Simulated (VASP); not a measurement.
# Hg (P6/mmm) in VASP: notebook

Runs on Hg. Level: PBEsol. Tasks: single point.

Program: VASP 6.6.1. These are calculated values, not measurements. Logs are shortened: lines on timing, memory, paths and dates and some standing lists are left out, and cuts for length are marked.

## 1. The cell of the first run

Symmetry: P6/mmm, No. 191, hexagonal system. Conventional cell: a = 4.447 Å, b = 4.447 Å, c = 3.791 Å, α = 90.00°, β = 90.00°, γ = 120.00°. Within 3.4 Å of Hg (site symmetry -6m2) lie 9 Hg at 2.57 to 3.19 Å. Within 4.2 Å of Hg (site symmetry 6/mmm) lie 14 Hg at 3.19 to 3.79 Å.

## 2. Single point, PBEsol (volume scaled by 0.94)

INCAR reads:

```
  PREC = Accurate
  ENCUT = 520
  EDIFF = 1E-6
  ISMEAR = -1
  SIGMA = 0.05
  LREAL = F
  LASPH = T
  NELM = 60
  ALGO = Normal
  ISIF = 2
  LWAVE = F
  LCHARG = F
  GGA = PS
  NBANDS = 25
```

KPOINTS reads:

```
regular mesh
0
Gamma
  8 8 9
```

POSCAR reads:

```
Hg
1.0
    4.4473229131      0.0000000000      0.0000000000
   -2.2236614566      3.8514946216      0.0000000000
    0.0000000000      0.0000000000      3.7909982407
Hg
3
Direct
    0.3333333333      0.6666666667      0.5000000000
    0.0000000000      0.0000000000      0.0000000000
    0.6666666667      0.3333333333      0.5000000000
```

Potentials or basis: VASP PAW PBE potentials, release 64 (Hg).

Run with:

```console
cat potpaw_PBE.64/Hg/POTCAR > POTCAR
mpirun -np 1 vasp_std > vasp.out
```

OUTCAR:

```text
PREC = Accurate
   ENCUT = 520
   EDIFF = 1E-6
   ISMEAR = -1
   LREAL = F
   LASPH = T
   NELM = 60
   ISIF = 2
   GGA = PS

 ion  position               nearest neighbor table
   1  0.333  0.667  0.500-   3 2.57   3 2.57   3 2.57   2 3.19   2 3.19   2 3.19   2 3.19   2 3.19
                             2 3.19
   2  0.000  0.000  0.000-   1 3.19   3 3.19   1 3.19   3 3.19   3 3.19   3 3.19   1 3.19   1 3.19
                             3 3.19   3 3.19   1 3.19   1 3.19
   3  0.667  0.333  0.500-   1 2.57   1 2.57   1 2.57   2 3.19   2 3.19   2 3.19   2 3.19   2 3.19
                             2 3.19

  LATTYP: Found a hexagonal cell.
 ALAT       =     4.4473229131
 C/A-ratio  =     0.8524225281

  Lattice vectors:

 A1 = (   4.4473229131,   0.0000000000,   0.0000000000)
 A2 = (  -2.2236614566,   3.8514946216,   0.0000000000)
 A3 = (   0.0000000000,   0.0000000000,   3.7909982407)

Analysis of symmetry for initial positions (statically):
=====================================================================
 Subroutine PRICEL returns:
 Original cell was already a primitive cell.

 Routine SETGRP: Setting up the symmetry group for a
 hexagonal supercell.

 Subroutine GETGRP returns: Found 24 space group operations
 (whereof 24 operations were pure point group operations)
 out of a pool of 24 trial point group operations.

The static configuration has the point symmetry D_6h.

Analysis of symmetry for dynamics (positions and initial velocities):
=====================================================================
 Subroutine PRICEL returns:
 Original cell was already a primitive cell.

 Routine SETGRP: Setting up the symmetry group for a
 hexagonal supercell.

 Subroutine GETGRP returns: Found 24 space group operations
 (whereof 24 operations were pure point group operations)
 out of a pool of 24 trial point group operations.

The dynamic configuration has the point symmetry D_6h.

 Subroutine INISYM returns: Found 24 space group operations
 (whereof 24 operations are pure point group operations),
 and found     1 'primitive' translations

----------------------------------------------------------------------------------------

                                     Primitive cell

  volume of cell :      64.9354

  direct lattice vectors                    reciprocal lattice vectors
     4.447322913  0.000000000  0.000000000     0.224854372  0.129819732  0.000000000
    -2.223661457  3.851494622  0.000000000     0.000000000  0.259639464  0.000000000
     0.000000000  0.000000000  3.790998241     0.000000000  0.000000000  0.263782766

  length of vectors
     4.447322913  4.447322913  3.790998241     0.259639464  0.259639464  0.263782766

  position of ions in fractional coordinates (direct lattice)
     0.333333333  0.666666667  0.500000000
     0.000000000  0.000000000  0.000000000
     0.666666667  0.333333333  0.500000000

  ion indices of the primitive-cell ions
   primitive index   ion index
                 1           1
                 2           2
                 3           3

----------------------------------------------------------------------------------------

 KPOINTS: regular mesh

Automatic generation of k-mesh.
 Grid dimensions read from file:
 generate k-points for:    8    8    9

 Generating k-lattice:

  Cartesian coordinates                     Fractional coordinates (reciprocal lattice)
     0.028106796  0.016227467  0.000000000     0.125000000  0.000000000  0.000000000
     0.000000000  0.032454933  0.000000000     0.000000000  0.125000000  0.000000000
     0.000000000  0.000000000  0.029309196     0.000000000  0.000000000  0.111111111

  Length of vectors
     0.032454933  0.032454933  0.029309196

  Shift w.r.t. Gamma in fractional coordinates (k-lattice)
     0.000000000  0.000000000  0.000000000

 Subroutine IBZKPT returns following result:
 ===========================================

 Found     50 irreducible k-points:

 Following reciprocal coordinates:
            Coordinates               Weight
  0.000000  0.000000  0.000000      1.000000
  0.125000  0.000000  0.000000      6.000000
  0.250000  0.000000  0.000000      6.000000
  0.375000 -0.000000  0.000000      6.000000
  0.500000  0.000000  0.000000      3.000000
  0.125000  0.125000  0.000000      6.000000
[... 16 lines left out ...]
  0.250000  0.000000  0.222222     12.000000
  0.375000 -0.000000  0.222222     12.000000
 [... further k-points ...]
   k-points           NKPTS =     50   k-points in BZ     NKDIM =     50   number of bands    NBANDS=     25
   number of dos      NEDOS =    301   number of ions     NIONS =      3
   total plane-waves  NPLWV =  36288
   dimension x,y,z NGX =    36 NGY =   36 NGZ =   28
   dimension x,y,z NGXF=    72 NGYF=   72 NGZF=   56
   ions per type =               3
   NGX,Y,Z   is equivalent  to a cutoff of  13.46, 13.46, 12.28 a.u.
   NGXF,Y,Z  is equivalent  to a cutoff of  26.91, 26.91, 24.56 a.u.
 SYSTEM =  unknown system
   PREC   = accura    normal or accurate (medium, high low for compatibility)
   ISTART =      0    job   : 0-new  1-cont  2-samecut
   ICHARG =      2    charge: 1-file 2-atom 10-const
   ISPIN  =      1    spin polarized calculation?
   LNONCOLLINEAR =      F non collinear calculations
   LSORBIT =      F    spin-orbit coupling
   LASPH  =      T    aspherical Exc in radial PAW
   ENCUT  =  520.0 eV  38.22 Ry    6.18 a.u.   8.27  8.27  7.05*2*pi/ulx,y,z
   NELM   =     60;   NELMIN=  2; NELMDL= -5     # of ELM steps
   EDIFF  = 0.1E-05   stopping-criterion for ELM
   LREAL  =      F    real-space projection
   EDIFFG = 0.1E-04   stopping-criterion for IOM
   NSW    =      0    number of steps for IOM
   IBRION =     -1    ionic relax: 0-MD 1-quasi-New 2-CG
   NFREE  =      0    steps in history (QN), initial steepest desc. (CG)
   ISIF   =      2    stress and relaxation
   ISYM   =      2    0-nonsym 1-usesym 2-fastsym
   POTIM  = 0.5000    time-step for ionic-motion
   TEBEG  =    0.0;   TEEND  =   0.0 temperature during run
   PSTRESS=    0.0 pullay stress
   NELECT =      36.0000    total number of electrons
   NUPDOWN=      -1.0000    fix difference up-down
   EMIN   =  10.00;   EMAX   =-10.00  energy-range for DOS
   EFERMI =   0.00;   METHOD = LEGACY
   ISMEAR =    -1;   SIGMA  =   0.05  broadening in eV -4-tet -1-fermi 0-gaus
   EFERMI_NEDOS =   21; number of points for ismear=-14 and -15
   IALGO  =     38    algorithm
   IMIX   =      4    mixing-type and parameters
     AMIX     =   0.40;   BMIX     =  1.00
     AMIX_MAG =   1.60;   BMIX_MAG =  1.00
  volume/ion in A,a.u.               =      21.65       146.07
  Fermi-wavevector in a.u.,A,eV,Ry     =   1.344875  2.541445 24.608693  1.808688
  Thomas-Fermi vector in A             =   2.472833
   LORBIT       =      0    0 simple, 1 ext, 2 COOP (PROOUT), +10 PAW based schemes
   GGA     = PS    functional components
   LHFCALC =     F    Hartree Fock is set to
   AEXX    =    0.0000 exact exchange contribution
   IVDW    =     0    specifies the selected vdW correction
   LEPSILON=     F    determine dielectric tensor
   LRPA    =     F    only Hartree local field effects (RPA)
 non-spin polarized calculation
  energy-cutoff  :      520.00
  volume of cell :       64.94
 maximum number of plane-waves:      1778
 NGX is ok and might be reduce to    36
   NGX = 17   NGY = 17   NGZ = 15

 number of electron      35.9999995 magnetization

 Free energy of the ion-electron system (eV)
  ---------------------------------------------------
  ext. energy  EPLUGINS =         0.00000000
  ---------------------------------------------------
  free energy    TOTEN  =        -0.74892186 eV

  energy without entropy =       -0.73813172  energy(sigma->0) =       -0.74352679

 E-fermi :   3.5071     XC(G=0): -11.4505

 val. band max:        3.4906030870   @ k =   0.5000   0.0000   0.2222
 cond. band min:       3.5588940164   @ k =   0.1250   0.0000   0.0000
 fundamental gap:      0.0682909294
 Fermi energy:         3.5070618172

 k-point     1 :       0.0000    0.0000    0.0000
  band No.  band energies     occupation
      1      -7.0614      2.00000
      2      -5.1138      2.00000
      3      -4.7452      2.00000
      4      -4.7452      2.00000
      5      -4.5141      2.00000
      6      -4.5141      2.00000
[... 17 lines left out ...]
     24      11.7019      0.00000
     25      16.5163      0.00000

 k-point     2 :       0.1250    0.0000    0.0000
  band No.  band energies     occupation
      1      -6.8764      2.00000
      2      -5.0965      2.00000
      3      -4.9982      2.00000
      4      -4.9963      2.00000
      5      -4.6514      2.00000
      6      -4.5979      2.00000
[... 17 lines left out ...]
     24      11.9471      0.00000
     25      15.5232      0.00000

 k-point     3 :       0.2500    0.0000    0.0000
  band No.  band energies     occupation
      1      -6.3639      2.00000
      2      -5.5301      2.00000
      3      -5.2891      2.00000
      4      -4.8610      2.00000
      5      -4.8236      2.00000
      6      -4.6469      2.00000
[... 17 lines left out ...]
     24      13.2700      0.00000
     25      13.6630      0.00000

 k-point     4 :       0.3750   -0.0000    0.0000
  band No.  band energies     occupation
      1      -5.9098      2.00000
      2      -5.6709      2.00000
      3      -5.4705      2.00000
      4      -5.0094      2.00000
      5      -4.5448      2.00000
      6      -4.5410      2.00000
[... 17 lines left out ...]
     24      13.0277      0.00000
     25      13.2081      0.00000
[... 477 lines left out ...]
 k-point    22 :       0.1250    0.0000    0.2222
  band No.  band energies     occupation
      1      -6.5812      2.00000
      2      -5.1105      2.00000
      3      -5.0861      2.00000
      4      -4.8176      2.00000
      5      -4.8163      2.00000
      6      -4.6576      2.00000
[... 17 lines left out ...]
     24      12.2268      0.00000
     25      12.3591      0.00000

 k-point    23 :       0.2500    0.0000    0.2222
  band No.  band energies     occupation
      1      -6.2131      2.00000
      2      -5.4613      2.00000
      3      -5.3422      2.00000
      4      -4.9209      2.00000
      5      -4.8517      2.00000
      6      -4.3939      2.00000
[... 17 lines left out ...]
     24      11.5072      0.00000
     25      13.9541      0.00000

 k-point    24 :       0.3750   -0.0000    0.2222
  band No.  band energies     occupation
      1      -5.9137      2.00000
      2      -5.6018      2.00000
      3      -5.5073      2.00000
      4      -5.0009      2.00000
      5      -4.8323      2.00000
      6      -4.0167      2.00000
[... 17 lines left out ...]
     24      12.7012      0.00000
     25      14.6499      0.00000

 [... further k-points ...]
[... 5 lines left out ...]
  --------------------------------------------------------------------------------------
  -------------------------------------------------------------------------------------
  Total        8.5628326      8.5628326      0.9323982     -0.0000000     -0.0000000      0.0000000
  in kB      211.2742146    211.2742146     23.0054356     -0.0000000     -0.0000000      0.0000000
  external PRESSURE =     148.5179549 kB  Pullay stress =       0.0000000 kB

 VOLUME and BASIS-vectors are now :
 -----------------------------------------------------------------------------
  energy-cutoff  :      520.00
  volume of cell :       64.94
      direct lattice vectors                 reciprocal lattice vectors
     4.447322913  0.000000000  0.000000000     0.224854372  0.129819732  0.000000000
    -2.223661457  3.851494622  0.000000000     0.000000000  0.259639464  0.000000000
     0.000000000  0.000000000  3.790998241     0.000000000  0.000000000  0.263782766

 POSITION                                       TOTAL-FORCE (eV/Angst)
 -----------------------------------------------------------------------------------
     -0.00000      2.56766      1.89550        -0.000000     -0.000000     -0.000000
      0.00000      0.00000      0.00000        -0.000000      0.000000      0.000000
      2.22366      1.28383      1.89550         0.000000      0.000000      0.000000
 -----------------------------------------------------------------------------------
    total drift:                                0.000000     -0.000000     -0.000000

  FREE ENERGIE OF THE ION-ELECTRON SYSTEM (eV)
  ---------------------------------------------------
  free  energy   TOTEN  =        -0.7489218565 eV

  energy  without entropy=       -0.7381317218  energy(sigma->0) =       -0.74352679
```

It took 54 s on 1 thread of Intel Xeon Platinum 8259CL at 2.50GHz (Skylake/Cascade Lake), shared host; peak memory 0.21 GiB.

Results:

| Item | Value |
| --- | --- |
| Free energy | -0.7489 eV |
| Pressure | 14.9 GPa |
| Band gap on the k mesh | zero (band 18 reaches 7.88 eV, above the bottom of band 19 at 2.34 eV) |

Stress tensor (GPa, compression positive):
```
21.13  0.00  0.00
 0.00 21.13  0.00
 0.00  0.00  2.30
```

Caveat: the PAW data sets were made with another functional, which shifts forces and pressure a little; spin-orbit coupling is left out, which moves the levels of the heavy elements.

## 3. Single point, PBEsol (volume scaled by 0.98)

INCAR reads:

```
SYSTEM = Hg
PREC     = Accurate       ! precision mode
ENCUT    = 520            ! plane-wave cutoff, eV
EDIFF    = 1E-6           ! SCF threshold, eV
ISMEAR   = -1             ! smearing method
SIGMA    = 0.05           ! smearing width, eV
LREAL    = .False.        ! projectors in reciprocal space
LASPH    = .True.         ! aspherical terms in the spheres
NELM     = 100            ! most SCF steps
ALGO     = Normal         ! electronic algorithm
ISIF     = 2              ! what is computed and relaxed
LWAVE    = .False.        ! write WAVECAR
LCHARG   = .True.         ! write CHGCAR
GGA      = PS             ! functional
LELF     = .True.         ! ELF
LVHAR    = .True.       
NBANDS   = 25             ! bands
```

KPOINTS reads:

```
Automatic mesh
0
Gamma
  8 8 9
  0 0 0
```

POSCAR reads:

```
Hg
1.0
    4.5095312905      0.0000000000      0.0000000000
   -2.2547656452      3.9053686567      0.0000000000
    0.0000000000      0.0000000000      3.8440260630
Hg
3
Direct
    0.3333333333      0.6666666667      0.5000000000
    0.0000000000      0.0000000000      0.0000000000
    0.6666666667      0.3333333333      0.5000000000
```

Potentials or basis: VASP PAW PBE potentials, release 64 (Hg).

Run with:

```console
cat potpaw_PBE.64/Hg/POTCAR > POTCAR
mpirun -np 1 vasp_std > vasp.out
```

Run time: 58 s. Hardware: 1 thread of Intel Xeon Platinum 8259CL at 2.50GHz (Skylake/Cascade Lake), shared host; peak memory 0.22 GiB.

It converged, with:

* Free energy: -0.9673 eV
* Pressure: 10.5 GPa
* Band gap on the k mesh: zero (band 18 reaches 7.39 eV, above the bottom of band 19 at 2.08 eV)

Stress tensor (GPa, compression positive):
```
15.46  0.00  0.00
 0.00 15.46  0.00
 0.00  0.00  0.47
```

Levels at points of the mesh, in eV from the Fermi level:
```tsv
k point	band 14	band 15	band 16	band 17	band 18	band 19	band 20	band 21	band 22	band 23
(0.00, 0.00, 0.00)	-6.69	-5.92	-5.92	0.50	1.92	2.78	3.63	3.63	3.89	3.89
(0.50, 0.00, 0.00)	-6.28	-5.87	-5.79	-4.99	-0.75	0.41	6.18	6.21	7.16	7.88
```

Caveat: the PAW data sets were made with another functional, which shifts forces and pressure a little; spin-orbit coupling is left out, which moves the levels of the heavy elements.

## 4. Single point, PBEsol (volume scaled by 1.01)

INCAR reads:

```
PREC     = Accurate       # precision mode
ENCUT    = 520            # plane-wave cutoff, eV
EDIFF    = 1E-6           # SCF threshold, eV
ISMEAR   = -1             # smearing method
SIGMA    = 0.05           # smearing width, eV
LREAL    = False          # projectors in reciprocal space
LASPH    = True           # aspherical terms in the spheres
NELM     = 80             # most SCF steps
ALGO     = Normal         # electronic algorithm
ISIF     = 2              # what is computed and relaxed
LWAVE    = False          # write WAVECAR
LCHARG   = False          # write CHGCAR
GGA      = PS             # functional
NBANDS   = 25             # bands
```

KPOINTS reads:

```
Automatic mesh
0
Gamma
  8 8 9
```

POSCAR reads:

```
Hg
1.0
    4.5550851948      0.0000000000      0.0000000000
   -2.2775425974      3.9448194950      0.0000000000
    0.0000000000      0.0000000000      3.8828572373
Hg
3
Direct
    0.3333333333      0.6666666667      0.5000000000
    0.0000000000      0.0000000000      0.0000000000
    0.6666666667      0.3333333333      0.5000000000
```

Run with:

```console
cat potpaw_PBE.64/Hg/POTCAR > POTCAR
mpirun -np 1 vasp_std > vasp.out
```

Run time: 58 s. Hardware: 1 thread of Intel Xeon Platinum 8259CL at 2.50GHz (Skylake/Cascade Lake), shared host; peak memory 0.22 GiB.

The run converged. Its results:

| Item | Value |
| --- | --- |
| Free energy | -1.0859 eV |
| Pressure | 7.8 GPa |
| Band gap on the k mesh | zero (band 18 reaches 6.90 eV, above the bottom of band 19 at 1.88 eV) |

Stress tensor (GPa, compression positive):
```
11.95  0.00  0.00
 0.00 11.95  0.00
 0.00  0.00 -0.57
```

Levels at points of the mesh, in eV from the Fermi level:
| k point | band 15 | band 16 | band 17 | band 18 | band 19 | band 20 | band 21 | band 22 |
| --- | --- | --- | --- | --- | --- | --- | --- | --- |
| (0.00, 0.00, 0.00) | -5.92 | -5.92 | 0.35 | 1.94 | 2.59 | 3.53 | 3.53 | 3.82 |
| (0.50, 0.00, 0.00) | -5.87 | -5.73 | -4.98 | -0.67 | 0.26 | 6.04 | 6.08 | 6.96 |

Caveat: the PAW data sets were made with another functional, which shifts forces and pressure a little; spin-orbit coupling is left out, which moves the levels of the heavy elements.

## 5. Single point, PBEsol (volume scaled by 1.04)

INCAR reads:

```
PREC = Accurate
ENCUT = 520
EDIFF = 1E-6
ISMEAR = -1
SIGMA = 0.05
LREAL = F
LASPH = T
NELM = 100
ALGO = Normal
ISIF = 2
LWAVE = F
LCHARG = F
GGA = PS
NBANDS = 25
```

KPOINTS reads:

```
regular mesh
0
Gamma
  8 8 9
```

POSCAR reads:

```
Hg
1.0
    4.5997457407      0.0000000000      0.0000000000
   -2.2998728704      3.9834966624      0.0000000000
    0.0000000000      0.0000000000      3.9209268928
Hg
3
Direct
    0.3333333333      0.6666666667      0.5000000000
    0.0000000000      0.0000000000      0.0000000000
    0.6666666667      0.3333333333      0.5000000000
```

Run with:

```console
cat potpaw_PBE.64/Hg/POTCAR > POTCAR
mpirun -np 1 vasp_std > vasp.out
```

Wall time 62 s (1 thread of Intel Xeon Platinum 8259CL at 2.50GHz (Skylake/Cascade Lake), shared host); peak memory 0.22 GiB.

The run converged. Its results:

- Free energy: -1.1736 eV
- Pressure: 5.7 GPa
- Band gap on the k mesh: zero (band 18 reaches 6.43 eV, above the bottom of band 19 at 1.68 eV)

Stress tensor (GPa, compression positive):
```
 9.21  0.00  0.00
 0.00  9.21  0.00
 0.00  0.00 -1.23
```

Levels at points of the mesh, in eV from the Fermi level:
```
           k point  band 14  band 15  band 16  band 17  band 18  band 19  band 20  band 21  band 22  band 23
(0.00, 0.00, 0.00)    -6.56    -5.91    -5.91     0.22     1.96     2.42     3.45     3.45     3.75     3.75
(0.50, 0.00, 0.00)    -6.21    -5.86    -5.66    -4.97    -0.60     0.13     5.92     5.97     6.79     7.51
```

Caveat: the PAW data sets were made with another functional, which shifts forces and pressure a little; spin-orbit coupling is left out, which moves the levels of the heavy elements.

## 6. Summary

| cell | gap on the mesh (eV) | pressure (GPa) |
| --- | --- | --- |
| a = 4.447, b = 4.447, c = 3.791 Å, angles 90.0, 90.0, 120.0°, 3 atoms | none | 14.9 |
| a = 4.510, b = 4.510, c = 3.844 Å, angles 90.0, 90.0, 120.0°, 3 atoms | none | 10.5 |
| a = 4.555, b = 4.555, c = 3.883 Å, angles 90.0, 90.0, 120.0°, 3 atoms | none | 7.8 |
| a = 4.600, b = 4.600, c = 3.921 Å, angles 90.0, 90.0, 120.0°, 3 atoms | none | 5.7 |

Alike in all rows: task single point; level PBEsol; potentials or basis VASP PAW PBE potentials, release 64 (Hg); no spin polarisation; k mesh 8 × 8 × 9; cutoff (eV) 520; smearing fermi-dirac 0.05 eV.

Caveats: the PAW data sets were made with another functional, which shifts forces and pressure a little; spin-orbit coupling is left out, which moves the levels of the heavy elements.

Total energies depend on the potentials used, so only differences within one code and one set of settings carry meaning.
